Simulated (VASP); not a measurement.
# HgTe (F-43m) in VASP: settings compared

HgTe is run at these levels: PBE, r2SCAN, HSE06; tasks: single point.

All numbers are computed with VASP 6.6.1; they aren't measurements. Logs are shortened: lines on timing, memory, paths and dates and some standing lists are left out, and cuts for length are marked.

### 1 The cell of the first run

The structure is cubic, space group F-43m (No. 216). The conventional cell has a = 6.578 Å, b = 6.578 Å, c = 6.578 Å, α = 90.00°, β = 90.00°, γ = 90.00°. Within 3.8 Å of Hg (site symmetry -43m) lie 4 Te at 2.85 Å. Te (site symmetry -43m) has 4 Hg at 2.85 Å within 3.8 Å.

### 2 Single point, PBE

Contents of INCAR:

```
PREC = Accurate
ENCUT = 520
EDIFF = 1E-6
ISMEAR = -1
SIGMA = 0.02
LREAL = False
LASPH = True
NELM = 80
ALGO = Normal
ISIF = 2
LWAVE = False
LCHARG = False
GGA = PE
NBANDS = 16
```

Contents of KPOINTS:

```
Automatic mesh
0
Gamma
  6 6 6
```

Contents of POSCAR:

```
HgTe
1.0
    0.0000000000      3.2891578869      3.2891578869
    3.2891578869      0.0000000000      3.2891578869
    3.2891578869      3.2891578869      0.0000000000
Hg Te
1 1
Direct
    0.0000000000      0.0000000000      0.0000000000
    0.2500000000      0.2500000000      0.2500000000
```

Potentials or basis: VASP PAW PBE potentials, release 64 (Hg, Te).

On the command line:

```bash
cat potpaw_PBE.64/Hg/POTCAR potpaw_PBE.64/Te/POTCAR > POTCAR
mpirun -np 1 vasp_std > vasp.out
```

OUTCAR:

```text
PREC = Accurate
   ENCUT = 520
   EDIFF = 1E-6
   ISMEAR = -1
   LREAL = False
   LASPH = True
   NELM = 80
   ISIF = 2
   GGA = PE

 ion  position               nearest neighbor table
   1  0.000  0.000  0.000-   2 2.85   2 2.85   2 2.85   2 2.85
   2  0.250  0.250  0.250-   1 2.85   1 2.85   1 2.85   1 2.85

  LATTYP: Found a face centered cubic cell.
 ALAT       =     6.5783157738

  Lattice vectors:

 A1 = (   0.0000000000,   3.2891578869,   3.2891578869)
 A2 = (   3.2891578869,   0.0000000000,   3.2891578869)
 A3 = (   3.2891578869,   3.2891578869,   0.0000000000)

Analysis of symmetry for initial positions (statically):
=====================================================================
 Subroutine PRICEL returns:
 Original cell was already a primitive cell.

 Routine SETGRP: Setting up the symmetry group for a
 face centered cubic supercell.

 Subroutine GETGRP returns: Found 24 space group operations
 (whereof 24 operations were pure point group operations)
 out of a pool of 48 trial point group operations.

The static configuration has the point symmetry T_d .

Analysis of symmetry for dynamics (positions and initial velocities):
=====================================================================
 Subroutine PRICEL returns:
 Original cell was already a primitive cell.

 Routine SETGRP: Setting up the symmetry group for a
 face centered cubic supercell.

 Subroutine GETGRP returns: Found 24 space group operations
 (whereof 24 operations were pure point group operations)
 out of a pool of 48 trial point group operations.

The dynamic configuration has the point symmetry T_d .

 Subroutine INISYM returns: Found 24 space group operations
 (whereof 24 operations are pure point group operations),
 and found     1 'primitive' translations

----------------------------------------------------------------------------------------

                                     Primitive cell

  volume of cell :      71.1679

  direct lattice vectors                    reciprocal lattice vectors
     0.000000000  3.289157887  3.289157887    -0.152014594  0.152014594  0.152014594
     3.289157887  0.000000000  3.289157887     0.152014594 -0.152014594  0.152014594
     3.289157887  3.289157887  0.000000000     0.152014594  0.152014594 -0.152014594

  length of vectors
     4.651571692  4.651571692  4.651571692     0.263297000  0.263297000  0.263297000

  position of ions in fractional coordinates (direct lattice)
     0.000000000  0.000000000  0.000000000
     0.250000000  0.250000000  0.250000000

  ion indices of the primitive-cell ions
   primitive index   ion index
                 1           1
                 2           2

----------------------------------------------------------------------------------------

 KPOINTS: Automatic mesh

Automatic generation of k-mesh.
 Grid dimensions read from file:
 generate k-points for:    6    6    6

 Generating k-lattice:

  Cartesian coordinates                     Fractional coordinates (reciprocal lattice)
    -0.025335766  0.025335766  0.025335766     0.166666667  0.000000000  0.000000000
     0.025335766 -0.025335766  0.025335766     0.000000000  0.166666667  0.000000000
     0.025335766  0.025335766 -0.025335766     0.000000000  0.000000000  0.166666667

  Length of vectors
     0.043882833  0.043882833  0.043882833

  Shift w.r.t. Gamma in fractional coordinates (k-lattice)
     0.000000000  0.000000000  0.000000000

 Subroutine IBZKPT returns following result:
 ===========================================

 Found     16 irreducible k-points:

 Following reciprocal coordinates:
            Coordinates               Weight
  0.000000  0.000000  0.000000      1.000000
  0.166667  0.000000  0.000000      8.000000
  0.333333  0.000000  0.000000      8.000000
  0.500000  0.000000  0.000000      4.000000
  0.166667  0.166667  0.000000      6.000000
  0.333333  0.166667  0.000000     24.000000
[... 8 lines left out ...]
 -0.333333  0.333333  0.166667     24.000000
 -0.333333  0.500000  0.166667     12.000000
   k-points           NKPTS =     16   k-points in BZ     NKDIM =     16   number of bands    NBANDS=     16
   number of dos      NEDOS =    301   number of ions     NIONS =      2
   total plane-waves  NPLWV =  46656
   dimension x,y,z NGX =    36 NGY =   36 NGZ =   36
   dimension x,y,z NGXF=    72 NGYF=   72 NGZF=   72
   ions per type =               1   1
   NGX,Y,Z   is equivalent  to a cutoff of  12.87, 12.87, 12.87 a.u.
   NGXF,Y,Z  is equivalent  to a cutoff of  25.73, 25.73, 25.73 a.u.
 SYSTEM =  unknown system
   PREC   = accura    normal or accurate (medium, high low for compatibility)
   ISTART =      0    job   : 0-new  1-cont  2-samecut
   ICHARG =      2    charge: 1-file 2-atom 10-const
   ISPIN  =      1    spin polarized calculation?
   LNONCOLLINEAR =      F non collinear calculations
   LSORBIT =      F    spin-orbit coupling
   LASPH  =      T    aspherical Exc in radial PAW
   ENCUT  =  520.0 eV  38.22 Ry    6.18 a.u.   8.65  8.65  8.65*2*pi/ulx,y,z
   NELM   =     80;   NELMIN=  2; NELMDL= -5     # of ELM steps
   EDIFF  = 0.1E-05   stopping-criterion for ELM
   LREAL  =      F    real-space projection
   EDIFFG = 0.1E-04   stopping-criterion for IOM
   NSW    =      0    number of steps for IOM
   IBRION =     -1    ionic relax: 0-MD 1-quasi-New 2-CG
   NFREE  =      0    steps in history (QN), initial steepest desc. (CG)
   ISIF   =      2    stress and relaxation
   ISYM   =      2    0-nonsym 1-usesym 2-fastsym
   POTIM  = 0.5000    time-step for ionic-motion
   TEBEG  =    0.0;   TEEND  =   0.0 temperature during run
   PSTRESS=    0.0 pullay stress
   NELECT =      18.0000    total number of electrons
   NUPDOWN=      -1.0000    fix difference up-down
   EMIN   =  10.00;   EMAX   =-10.00  energy-range for DOS
   EFERMI =   0.00;   METHOD = LEGACY
   ISMEAR =    -1;   SIGMA  =   0.02  broadening in eV -4-tet -1-fermi 0-gaus
   EFERMI_NEDOS =   21; number of points for ismear=-14 and -15
   IALGO  =     38    algorithm
   IMIX   =      4    mixing-type and parameters
     AMIX     =   0.40;   BMIX     =  1.00
     AMIX_MAG =   1.60;   BMIX_MAG =  1.00
  volume/ion in A,a.u.               =      35.58       240.13
  Fermi-wavevector in a.u.,A,eV,Ry     =   1.035311  1.956455 14.583669  1.071869
  Thomas-Fermi vector in A             =   2.169648
   LORBIT       =      0    0 simple, 1 ext, 2 COOP (PROOUT), +10 PAW based schemes
   GGA     = PE    functional components
   LHFCALC =     F    Hartree Fock is set to
   AEXX    =    0.0000 exact exchange contribution
   IVDW    =     0    specifies the selected vdW correction
   LEPSILON=     F    determine dielectric tensor
   LRPA    =     F    only Hartree local field effects (RPA)
 non-spin polarized calculation
  energy-cutoff  :      520.00
  volume of cell :       71.17
 maximum number of plane-waves:      1936
 NGX is ok and might be reduce to    36
   NGX = 17   NGY = 17   NGZ = 17

 number of electron      18.0000001 magnetization

 Free energy of the ion-electron system (eV)
  ---------------------------------------------------
  ext. energy  EPLUGINS =         0.00000000
  ---------------------------------------------------
  free energy    TOTEN  =        -3.63064192 eV

  energy without entropy =       -3.63028824  energy(sigma->0) =       -3.63046508

 E-fermi :   2.5739     XC(G=0):  -8.5023

 val. band max:        2.5600382175   @ k =   0.0000   0.0000   0.0000
 cond. band min:       3.2614443912   @ k =   0.5000   0.0000   0.0000
 fundamental gap:      0.7014061737
 Fermi energy:         2.5739017487

 k-point     1 :       0.0000    0.0000    0.0000
  band No.  band energies     occupation
      1      -9.0624      2.00000
      2      -4.5042      2.00000
      3      -4.5042      2.00000
      4      -4.5042      2.00000
      5      -4.0367      2.00000
      6      -4.0367      2.00000
[... 8 lines left out ...]
     15      12.0348      0.00000
     16      12.0348      0.00000

 k-point     2 :       0.1667    0.0000    0.0000
  band No.  band energies     occupation
      1      -8.9436      2.00000
      2      -4.4723      2.00000
      3      -4.4723      2.00000
      4      -4.4468      2.00000
      5      -4.0389      2.00000
      6      -4.0389      2.00000
[... 8 lines left out ...]
     15      11.1267      0.00000
     16      11.1267      0.00000

 k-point     3 :       0.3333    0.0000    0.0000
  band No.  band energies     occupation
      1      -8.6897      2.00000
      2      -4.4166      2.00000
      3      -4.4166      2.00000
      4      -4.1738      2.00000
      5      -4.0307      2.00000
      6      -4.0307      2.00000
[... 8 lines left out ...]
     15      11.4119      0.00000
     16      11.4119      0.00000

 k-point     4 :       0.5000    0.0000    0.0000
  band No.  band energies     occupation
      1      -8.5540      2.00000
      2      -4.3948      2.00000
      3      -4.3948      2.00000
      4      -4.0183      2.00000
      5      -4.0183      2.00000
      6      -3.7643      2.00000
[... 8 lines left out ...]
     15      12.5387      0.00000
     16      12.5387      0.00000
[... 172 lines left out ...]
 k-point    14 :       0.5000    0.3333    0.1667
  band No.  band energies     occupation
      1      -8.5148      2.00000
      2      -4.3492      2.00000
      3      -4.3272      2.00000
      4      -4.1592      2.00000
      5      -4.0149      2.00000
      6      -3.8937      2.00000
[... 8 lines left out ...]
     15      12.6783      0.00000
     16      13.5361      0.00000

 k-point    15 :      -0.3333    0.3333    0.1667
  band No.  band energies     occupation
      1      -8.4231      2.00000
      2      -4.3283      2.00000
      3      -4.3001      2.00000
      4      -4.0784      2.00000
      5      -4.0423      2.00000
      6      -3.6209      2.00000
[... 8 lines left out ...]
     15      12.8023      0.00000
     16      13.4196      0.00000

 k-point    16 :      -0.3333    0.5000    0.1667
  band No.  band energies     occupation
      1      -8.3775      2.00000
      2      -4.3046      2.00000
      3      -4.2541      2.00000
      4      -4.1380      2.00000
      5      -4.0198      2.00000
      6      -3.5348      2.00000
[... 8 lines left out ...]
     15      13.2890      0.00000
     16      13.5437      0.00000

------------------------ aborting loop because EDIFF is reached ----------------------------------------

  FORCE on cell =-STRESS in cart. coord.  units (eV):
  Direction    XX          YY          ZZ          XY          YZ          ZX
  --------------------------------------------------------------------------------------
  -------------------------------------------------------------------------------------
  Total        0.5918027      0.5918027      0.5918027      0.0000000     -0.0000000     -0.0000000
  in kB       13.3230404     13.3230404     13.3230404      0.0000000     -0.0000000     -0.0000000
  external PRESSURE =      13.3230404 kB  Pullay stress =       0.0000000 kB

 VOLUME and BASIS-vectors are now :
 -----------------------------------------------------------------------------
  energy-cutoff  :      520.00
  volume of cell :       71.17
      direct lattice vectors                 reciprocal lattice vectors
     0.000000000  3.289157887  3.289157887    -0.152014594  0.152014594  0.152014594
     3.289157887  0.000000000  3.289157887     0.152014594 -0.152014594  0.152014594
     3.289157887  3.289157887  0.000000000     0.152014594  0.152014594 -0.152014594

 POSITION                                       TOTAL-FORCE (eV/Angst)
 -----------------------------------------------------------------------------------
      0.00000      0.00000      0.00000         0.000000      0.000000      0.000000
      1.64458      1.64458      1.64458        -0.000000     -0.000000     -0.000000
 -----------------------------------------------------------------------------------
    total drift:                               -0.000000     -0.000000     -0.000000

  FREE ENERGIE OF THE ION-ELECTRON SYSTEM (eV)
  ---------------------------------------------------
  free  energy   TOTEN  =        -3.6306419160 eV

  energy  without entropy=       -3.6302882448  energy(sigma->0) =       -3.63046508
```

Run time: 21 s. Hardware: 1 thread of Intel Xeon 6975P-C (Granite Rapids), shared host; peak memory 0.21 GiB.

What came out:

- Free energy: -3.6306 eV
- Pressure: 1.3 GPa
- Band gap on the k mesh: zero (filled and empty bands touch)

Levels at points of the mesh, in eV from the Fermi level:
| k point | band 7 | band 8 | band 9 | band 10 | band 11 | band 12 |
| --- | --- | --- | --- | --- | --- | --- |
| (0.00, 0.00, 0.00) | -0.87 | -0.01 | -0.01 | -0.01 | 4.30 | 4.30 |
| (0.50, 0.00, 0.00) | -5.17 | -0.90 | -0.90 | 0.69 | 5.07 | 5.07 |
| (0.50, 0.50, 0.00) | -5.17 | -2.07 | -2.07 | 1.90 | 2.61 | 8.02 |

Caveat: spin-orbit coupling is left out, which moves the levels of the heavy elements.

### 3 Single point, r2SCAN

POSCAR is that of step 2.

Contents of INCAR.step1:

```
ALGO = Normal
EDIFF = 1E-4
ENCUT = 520
GGA = PE
ISMEAR = -1
LASPH = T
LCHARG = F
LREAL = F
LWAVE = T
NBANDS = 16
NELM = 80
PREC = Accurate
SIGMA = 0.02
```

Contents of INCAR.step2:

```
ALGO = Normal
EDIFF = 1E-6
ENCUT = 520
ISIF = 2
ISMEAR = -1
ISTART = 1
LASPH = T
LCHARG = T
LELF = T
LMIXTAU = T
LREAL = F
LVHAR = T
LWAVE = F
METAGGA = R2SCAN
NBANDS = 16
NELM = 80
PREC = Accurate
SIGMA = 0.02
```

Contents of KPOINTS:

```
k-points
0
Gamma
  6 6 6
```

Potentials or basis: VASP PAW PBE potentials, release 64 (Hg, Te).

On the command line:

```bash
cat potpaw_PBE.64/Hg/POTCAR potpaw_PBE.64/Te/POTCAR > POTCAR
cp INCAR.step1 INCAR
mpirun -np 1 vasp_std > vasp.out
cp INCAR.step2 INCAR
mpirun -np 1 vasp_std > vasp.out
```

Wall time 67 s (1 thread of Intel Xeon 6975P-C (Granite Rapids), shared host); peak memory 0.22 GiB.

The run converged. Its results:

| Property | Result |
| --- | --- |
| Free energy | -75.1541 eV |
| Pressure | 0.0 GPa |
| Band gap on the k mesh | zero (filled and empty bands touch) |

Levels at points of the mesh, in eV from the Fermi level:
```tsv
k point	band 5	band 6	band 7	band 8	band 9	band 10	band 11	band 12	band 13	band 14
(0.00, 0.00, 0.00)	-6.85	-6.85	-0.57	-0.01	-0.01	-0.01	4.65	4.65	4.65	6.79
(0.50, 0.00, 0.00)	-6.83	-6.56	-5.31	-0.93	-0.93	0.93	5.41	5.41	7.13	8.22
(0.50, 0.50, 0.00)	-6.79	-6.42	-5.31	-2.14	-2.14	2.08	2.85	8.49	9.21	9.21
```

Caveat: the PAW data sets were made with another functional, which shifts forces and pressure a little; spin-orbit coupling is left out, which moves the levels of the heavy elements.

### 4 Single point, HSE06 (strain +0.5%)

Contents of POSCAR:

```
HgTe
1.0
    0.0000000000      3.3056036763      3.3056036763
    3.3056036763      0.0000000000      3.3056036763
    3.3056036763      3.3056036763      0.0000000000
Hg Te
1 1
Direct
    0.0000000000      0.0000000000      0.0000000000
    0.2500000000      0.2500000000      0.2500000000
```

Contents of INCAR.step1:

```
PREC = Accurate ; ENCUT = 520
EDIFF = 1E-5 ; ISMEAR = -1
SIGMA = 0.02 ; LREAL = False
LASPH = True ; NELM = 80
ALGO = Normal ; ISIF = 2
LWAVE = True ; LCHARG = False
GGA = PE ; NBANDS = 16
```

Contents of INCAR.step2:

```
PREC = Accurate ; ENCUT = 520
EDIFF = 1E-7 ; ISMEAR = -1
SIGMA = 0.02 ; LREAL = False
LASPH = True ; NELM = 80
ALGO = Normal ; ISIF = 2
LWAVE = False ; LCHARG = False
GGA = PE ; LHFCALC = True
HFSCREEN = 0.2079 ; PRECFOCK = Normal
ISTART = 1 ; NBANDS = 16
```

Contents of KPOINTS:

```
Automatic mesh
0
Gamma
  4 4 4
```

On the command line:

```bash
cat potpaw_PBE.64/Hg/POTCAR potpaw_PBE.64/Te/POTCAR > POTCAR
cp INCAR.step1 INCAR
mpirun -np 1 vasp_std > vasp.out
cp INCAR.step2 INCAR
mpirun -np 1 vasp_std > vasp.out
```

It took 30 min on 1 thread of Intel Xeon 6975P-C (Granite Rapids), shared host; peak memory 0.32 GiB.

Results (log left out):

```yaml
Free_energy: -4.6674 eV
Pressure: -0.5 GPa
Band_gap_on_the_k_mesh: zero (filled and empty bands touch)
```

Levels at points of the mesh, in eV from the Fermi level:
| k point | band 5 | band 6 | band 7 | band 8 | band 9 | band 10 | band 11 | band 12 | band 13 | band 14 |
| --- | --- | --- | --- | --- | --- | --- | --- | --- | --- | --- |
| (0.00, 0.00, 0.00) | -7.66 | -7.66 | -0.31 | -0.01 | -0.01 | -0.01 | 5.09 | 5.09 | 5.09 | 7.37 |
| (0.50, 0.00, 0.00) | -7.64 | -7.34 | -5.44 | -0.95 | -0.95 | 1.33 | 5.87 | 5.87 | 7.66 | 8.71 |
| (0.50, 0.50, 0.00) | -7.61 | -7.20 | -5.48 | -2.18 | -2.18 | 2.59 | 3.23 | 8.96 | 9.70 | 9.70 |

Caveat: the k points lie up to 0.41 Å⁻¹ apart; the cell differs from its parent crystal (strain +0.5%); the PAW data sets were made with another functional, which shifts forces and pressure a little; spin-orbit coupling is left out, which moves the levels of the heavy elements.

### 5 Summary

| level | cell | k mesh | grid for exact exchange (PRECFOCK) | screening parameter | gap on the mesh (eV) | pressure (GPa) |
| --- | --- | --- | --- | --- | --- | --- |
| PBE | a = 4.652 Å, angles 60.0°, 2 atoms | 6 × 6 × 6 | - | - | none | 1.3 |
| r2SCAN | a = 4.652 Å, angles 60.0°, 2 atoms | 6 × 6 × 6 | - | - | none | 0.0 |
| HSE06 | a = 4.675 Å, angles 60.0°, 2 atoms | 4 × 4 × 4 | Normal | 0.2079 1/Å | none | -0.5 |

Alike in all rows: task single point; potentials or basis VASP PAW PBE potentials, release 64 (Hg, Te); no spin polarisation; cutoff (eV) 520; smearing fermi-dirac 0.02 eV.

Caveats: some runs use coarse meshes; spin-orbit coupling is left out, which moves the levels of the heavy elements; the PAW data sets were made with another functional, which shifts forces and pressure a little (some runs).

Total energies depend on the potentials used, so only differences within one code and one set of settings carry meaning.
